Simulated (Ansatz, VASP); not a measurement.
**AlN in VASP and in Ansatz**

```
Al N
1.0
     0.00000    2.27577    2.07880
     2.27577    0.00000    2.07880
     2.27577    2.27577    0.00000
Al N
1 1
Direct
  0.00000 0.00000 0.00000
  0.25000 0.25000 0.25000
```

Change from the starting cell: epitaxial_xy strain +4.2%.

Alike in both runs: task single point; functional r2SCAN; k mesh 10 × 10 × 10; no spin polarisation.

|  | VASP | Ansatz |
| --- | --- | --- |
| version | VASP 6.6.1 | Ansatz 0.2.0 |
| potentials or method | VASP PAW PBE potentials, release 64 (Al, N) | plane waves, PAW |
| plane-wave cutoff (eV) | 520 | 500 |
| occupations | gaussian, width 0.01 eV | fixed |
| valence electrons in the cell | 8 | 8 |

VASP gave:

```
gap on the k mesh at the Fermi level (eV)                     : 3.49
pressure (GPa)                                                : -7.3
traceless stress, the component that is largest in VASP (GPa) : 6.95
```

Task: What did Ansatz give for the same quantities?

Result: gap on the k mesh at the Fermi level (eV): 3.50; pressure (GPa): -6.9; traceless stress, the component that is largest in VASP (GPa): 6.92.

VASP's potentials were made for PBE, not for r2SCAN.
